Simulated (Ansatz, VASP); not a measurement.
## Ti in VASP and in Ansatz

```
CELL_PARAMETERS angstrom
-1.59177 1.59177 1.64100
1.59177 -1.59177 1.64100
1.59177 1.59177 -1.64100
ATOMIC_POSITIONS crystal
Ti 0.00000 0.00000 0.00000
```

Change from the starting cell: x and y stretched by -3 %, z held, PAW files.

Alike in both runs: task electric field gradients; functional PBE; k mesh 14 × 14 × 14; occupations fermi-dirac, width 0.05 eV; no spin polarisation.

|  | VASP | Ansatz |
| --- | --- | --- |
| version | VASP 6.6.1 | Ansatz 0.2.0 |
| potentials or method | VASP PAW PBE potentials, release 64 (Ti_sv) | PAW with Ansatz's default frozen-core files, scalar-relativistic |
| plane-wave cutoff (eV) | 520 | 420 |
| valence electrons in the cell | 12 | 12 |

VASP gave:

- pressure (GPa): 3.9
- traceless stress, the component that is largest in VASP (GPa): 0.43
- size of Vzz on the site where it differs most (V/Å²): 0.6

**Question.** Which values does Ansatz return?

**Answer.** Pressure (GPa): 4.2; traceless stress, the component that is largest in VASP (GPa): 0.43; size of Vzz on the site where it differs most (V/Å²): 0.6.
